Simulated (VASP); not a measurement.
# Ca (Pm-3m) in VASP: further runs

Ca is run at these levels: PBE; tasks: single point.

Everything below comes from runs of VASP 6.6.1. Logs are shortened: lines on timing, memory, paths and dates and some standing lists are left out, and cuts for length are marked.

## (1) The cell of the first run

Symmetry: Pm-3m, No. 221, cubic system. The conventional cell has a = 2.562 Å, b = 2.562 Å, c = 2.562 Å, α = 90.00°, β = 90.00°, γ = 90.00°. Within 3.4 Å of Ca (site symmetry m-3m) lie 6 Ca at 2.56 Å.

This isn't the form of Ca at room conditions, which is fcc.

## (2) Single point, PBE

The input, INCAR:

```
PREC = Accurate ; ENCUT = 500
EDIFF = 1E-6 ; ISMEAR = -1
SIGMA = 0.1 ; LREAL = False
LASPH = True ; NELM = 120
ALGO = Normal ; ISIF = 2
LWAVE = False ; LCHARG = False
GGA = PE ; NBANDS = 11
GGA_COMPAT = False
```

The input, KPOINTS:

```
regular mesh
0
Gamma
  11 11 11
```

The input, POSCAR:

```
Ca
1.0
    2.5616176743      0.0000000000      0.0000000000
    0.0000000000      2.5616176743      0.0000000000
    0.0000000000      0.0000000000      2.5616176743
Ca
1
Direct
    0.0000000000      0.0000000000      0.0000000000
```

Potentials or basis: VASP PAW PBE potentials, release 64 (Ca_sv).

The run is started by

```bash
> cat potpaw_PBE.64/Ca_sv/POTCAR > POTCAR
> mpirun -np 1 vasp_std > vasp.out
```

OUTCAR:

```text
PREC = Accurate
   ENCUT = 500
   EDIFF = 1E-6
   ISMEAR = -1
   LREAL = False
   LASPH = True
   NELM = 120
   ISIF = 2
   GGA = PE

 ion  position               nearest neighbor table
   1  0.000  0.000  0.000-

  LATTYP: Found a simple cubic cell.
 ALAT       =     2.5616176743

  Lattice vectors:

 A1 = (   2.5616176743,   0.0000000000,   0.0000000000)
 A2 = (   0.0000000000,   2.5616176743,   0.0000000000)
 A3 = (   0.0000000000,   0.0000000000,   2.5616176743)

Analysis of symmetry for initial positions (statically):
=====================================================================
 Subroutine PRICEL returns:
 Original cell was already a primitive cell.

 Routine SETGRP: Setting up the symmetry group for a
 simple cubic supercell.

 Subroutine GETGRP returns: Found 48 space group operations
 (whereof 48 operations were pure point group operations)
 out of a pool of 48 trial point group operations.

The static configuration has the point symmetry O_h .

Analysis of symmetry for dynamics (positions and initial velocities):
=====================================================================
 Subroutine PRICEL returns:
 Original cell was already a primitive cell.

 Routine SETGRP: Setting up the symmetry group for a
 simple cubic supercell.

 Subroutine GETGRP returns: Found 48 space group operations
 (whereof 48 operations were pure point group operations)
 out of a pool of 48 trial point group operations.

The dynamic configuration has the point symmetry O_h .

 Subroutine INISYM returns: Found 48 space group operations
 (whereof 48 operations are pure point group operations),
 and found     1 'primitive' translations

----------------------------------------------------------------------------------------

                                     Primitive cell

  volume of cell :      16.8090

  direct lattice vectors                    reciprocal lattice vectors
     2.561617674  0.000000000  0.000000000     0.390378318  0.000000000  0.000000000
     0.000000000  2.561617674  0.000000000     0.000000000  0.390378318  0.000000000
     0.000000000  0.000000000  2.561617674     0.000000000  0.000000000  0.390378318

  length of vectors
     2.561617674  2.561617674  2.561617674     0.390378318  0.390378318  0.390378318

  position of ions in fractional coordinates (direct lattice)
     0.000000000  0.000000000  0.000000000

  ion indices of the primitive-cell ions
   primitive index   ion index
                 1           1

----------------------------------------------------------------------------------------

 KPOINTS: regular mesh

Automatic generation of k-mesh.
 Grid dimensions read from file:
 generate k-points for:   11   11   11

 Generating k-lattice:

  Cartesian coordinates                     Fractional coordinates (reciprocal lattice)
     0.035488938  0.000000000  0.000000000     0.090909091  0.000000000  0.000000000
     0.000000000  0.035488938  0.000000000     0.000000000  0.090909091  0.000000000
     0.000000000  0.000000000  0.035488938     0.000000000  0.000000000  0.090909091

  Length of vectors
     0.035488938  0.035488938  0.035488938

  Shift w.r.t. Gamma in fractional coordinates (k-lattice)
     0.000000000  0.000000000  0.000000000

 Subroutine IBZKPT returns following result:
 ===========================================

 Found     56 irreducible k-points:

 Following reciprocal coordinates:
            Coordinates               Weight
  0.000000  0.000000  0.000000      1.000000
  0.090909  0.000000  0.000000      6.000000
  0.181818  0.000000  0.000000      6.000000
  0.272727  0.000000  0.000000      6.000000
  0.363636  0.000000  0.000000      6.000000
  0.454545  0.000000  0.000000      6.000000
[... 16 lines left out ...]
  0.181818  0.090909  0.090909     24.000000
  0.272727  0.090909  0.090909     24.000000
 [... further k-points ...]
   k-points           NKPTS =     56   k-points in BZ     NKDIM =     56   number of bands    NBANDS=     11
   number of dos      NEDOS =    301   number of ions     NIONS =      1
   total plane-waves  NPLWV =   8000
   dimension x,y,z NGX =    20 NGY =   20 NGZ =   20
   dimension x,y,z NGXF=    40 NGYF=   40 NGZF=   40
   ions per type =               1
   NGX,Y,Z   is equivalent  to a cutoff of  12.98, 12.98, 12.98 a.u.
   NGXF,Y,Z  is equivalent  to a cutoff of  25.96, 25.96, 25.96 a.u.
 SYSTEM =  unknown system
   PREC   = accura    normal or accurate (medium, high low for compatibility)
   ISTART =      0    job   : 0-new  1-cont  2-samecut
   ICHARG =      2    charge: 1-file 2-atom 10-const
   ISPIN  =      1    spin polarized calculation?
   LNONCOLLINEAR =      F non collinear calculations
   LSORBIT =      F    spin-orbit coupling
   LASPH  =      T    aspherical Exc in radial PAW
   ENCUT  =  500.0 eV  36.75 Ry    6.06 a.u.   4.67  4.67  4.67*2*pi/ulx,y,z
   NELM   =    120;   NELMIN=  2; NELMDL= -5     # of ELM steps
   EDIFF  = 0.1E-05   stopping-criterion for ELM
   LREAL  =      F    real-space projection
   EDIFFG = 0.1E-04   stopping-criterion for IOM
   NSW    =      0    number of steps for IOM
   IBRION =     -1    ionic relax: 0-MD 1-quasi-New 2-CG
   NFREE  =      0    steps in history (QN), initial steepest desc. (CG)
   ISIF   =      2    stress and relaxation
   ISYM   =      2    0-nonsym 1-usesym 2-fastsym
   POTIM  = 0.5000    time-step for ionic-motion
   TEBEG  =    0.0;   TEEND  =   0.0 temperature during run
   PSTRESS=    0.0 pullay stress
   NELECT =      10.0000    total number of electrons
   NUPDOWN=      -1.0000    fix difference up-down
   EMIN   =  10.00;   EMAX   =-10.00  energy-range for DOS
   EFERMI =   0.00;   METHOD = LEGACY
   ISMEAR =    -1;   SIGMA  =   0.10  broadening in eV -4-tet -1-fermi 0-gaus
   EFERMI_NEDOS =   21; number of points for ismear=-14 and -15
   IALGO  =     38    algorithm
   IMIX   =      4    mixing-type and parameters
     AMIX     =   0.40;   BMIX     =  1.00
     AMIX_MAG =   1.60;   BMIX_MAG =  1.00
  volume/ion in A,a.u.               =      16.81       113.43
  Fermi-wavevector in a.u.,A,eV,Ry     =   1.376873  2.601913 25.793639  1.895779
  Thomas-Fermi vector in A             =   2.502078
   LORBIT       =      0    0 simple, 1 ext, 2 COOP (PROOUT), +10 PAW based schemes
   GGA     = PE    functional components
   LHFCALC =     F    Hartree Fock is set to
   AEXX    =    0.0000 exact exchange contribution
   IVDW    =     0    specifies the selected vdW correction
   LEPSILON=     F    determine dielectric tensor
   LRPA    =     F    only Hartree local field effects (RPA)
 non-spin polarized calculation
  energy-cutoff  :      500.00
  volume of cell :       16.81
 maximum number of plane-waves:       449
 NGX is ok and might be reduce to    20
   NGX =  9   NGY =  9   NGZ =  9

 number of electron      10.0000001 magnetization

 Free energy of the ion-electron system (eV)
  ---------------------------------------------------
  ext. energy  EPLUGINS =         0.00000000
  ---------------------------------------------------
  free energy    TOTEN  =         0.52952341 eV

  energy without entropy =        0.54507439  energy(sigma->0) =        0.53729890

 E-fermi :   6.9477     XC(G=0): -11.2594

 val. band max:        6.9193327640   @ k =   0.4545   0.4545   0.3636
 cond. band min:       6.9628317362   @ k =   0.0909   0.0000   0.0000
 fundamental gap:      0.0434989722
 Fermi energy:         6.9476531673

 k-point     1 :       0.0000    0.0000    0.0000
  band No.  band energies     occupation
      1     -34.6538      2.00000
      2     -14.0370      2.00000
      3     -14.0370      2.00000
      4     -14.0370      2.00000
      5       2.8775      2.00000
      6       6.8779      1.33543
      7       6.8779      1.33543
      8      15.2144      0.00000
      9      15.2144      0.00000
     10      15.2144      0.00000
     11      24.8343      0.00000

 k-point     2 :       0.0909    0.0000    0.0000
  band No.  band energies     occupation
      1     -34.6132      2.00000
      2     -14.2979      2.00000
      3     -14.0150      2.00000
      4     -14.0150      2.00000
      5       3.1583      2.00000
      6       6.9628      0.92425
      7       7.1897      0.16322
      8      14.8258      0.00000
      9      14.8258      0.00000
     10      15.2416      0.00000
     11      23.5363      0.00000

 k-point     3 :       0.1818    0.0000    0.0000
  band No.  band energies     occupation
      1     -34.5023      2.00000
      2     -14.9590      2.00000
      3     -13.9553      2.00000
      4     -13.9553      2.00000
      5       3.8850      2.00000
      6       7.2001      0.14826
      7       8.0227      0.00004
      8      13.9198      0.00000
      9      13.9198      0.00000
     10      15.3153      0.00000
     11      21.3994      0.00000

 k-point     4 :       0.2727    0.0000    0.0000
  band No.  band energies     occupation
      1     -34.3522      2.00000
      2     -15.7570      2.00000
      3     -13.8760      2.00000
      4     -13.8760      2.00000
      5       4.8645      2.00000
      6       7.5346      0.00563
      7       8.9647      0.00000
      8      12.9271      0.00000
      9      12.9271      0.00000
     10      15.4133      0.00000
     11      19.7892      0.00000
[... 239 lines left out ...]
 k-point    22 :       0.0909    0.0909    0.0909
  band No.  band energies     occupation
      1     -34.5327      2.00000
      2     -14.2949      2.00000
      3     -14.2265      2.00000
      4     -14.2265      2.00000
      5       3.7003      2.00000
      6       7.4676      0.01097
      7       7.4676      0.01097
      8      14.3027      0.00000
      9      14.5279      0.00000
     10      14.5279      0.00000
     11      24.3804      0.00000

 k-point    23 :       0.1818    0.0909    0.0909
  band No.  band energies     occupation
      1     -34.4230      2.00000
      2     -14.9036      2.00000
      3     -14.2011      2.00000
      4     -14.1628      2.00000
      5       4.3787      2.00000
      6       7.6958      0.00113
      7       8.2846      0.00000
      8      13.5172      0.00000
      9      13.5283      0.00000
     10      14.5848      0.00000
     11      22.2028      0.00000

 k-point    24 :       0.2727    0.0909    0.0909
  band No.  band energies     occupation
      1     -34.2745      2.00000
      2     -15.6885      2.00000
      3     -14.1137      2.00000
      4     -14.0780      2.00000
      5       5.2674      2.00000
      6       8.0238      0.00004
      7       9.0914      0.00000
      8      12.4350      0.00000
      9      12.8791      0.00000
     10      14.7164      0.00000
     11      20.4504      0.00000

 [... further k-points ...]

------------------------ aborting loop because EDIFF is reached ----------------------------------------

  FORCE on cell =-STRESS in cart. coord.  units (eV):
  Direction    XX          YY          ZZ          XY          YZ          ZX
  --------------------------------------------------------------------------------------
  -------------------------------------------------------------------------------------
  Total        5.3373711      5.3373711      5.3373711     -0.0000000      0.0000000     -0.0000000
  in kB      508.7390157    508.7390157    508.7390157     -0.0000000      0.0000000     -0.0000000
  external PRESSURE =     508.7390157 kB  Pullay stress =       0.0000000 kB

 VOLUME and BASIS-vectors are now :
 -----------------------------------------------------------------------------
  energy-cutoff  :      500.00
  volume of cell :       16.81
      direct lattice vectors                 reciprocal lattice vectors
     2.561617674  0.000000000  0.000000000     0.390378318  0.000000000  0.000000000
     0.000000000  2.561617674  0.000000000     0.000000000  0.390378318  0.000000000
     0.000000000  0.000000000  2.561617674     0.000000000  0.000000000  0.390378318

 POSITION                                       TOTAL-FORCE (eV/Angst)
 -----------------------------------------------------------------------------------
      0.00000      0.00000      0.00000         0.000000      0.000000      0.000000
 -----------------------------------------------------------------------------------
    total drift:                               -0.000000      0.000000     -0.000000

  FREE ENERGIE OF THE ION-ELECTRON SYSTEM (eV)
  ---------------------------------------------------
  free  energy   TOTEN  =         0.5295234051 eV

  energy  without entropy=        0.5450743936  energy(sigma->0) =        0.53729890
```

It took 7.3 s on 1 thread of AMD EPYC 7R13 (Zen 3), shared host; peak memory 0.1 GiB.

What came out:

```
Free energy            : 0.5295 eV
Pressure               : 50.9 GPa
Band gap on the k mesh : zero (bands 5 and 6 overlap by 0.89 eV)
```

Levels at points of the mesh, in eV from the Fermi level:
| k point | band 3 | band 4 | band 5 | band 6 | band 7 | band 8 |
| --- | --- | --- | --- | --- | --- | --- |
| (0.00, 0.00, 0.00) | -20.98 | -20.98 | -4.07 | -0.07 | -0.07 | 8.27 |

Caveat: the cell stands under pressure.

(Part 1 of 2 ends here.)
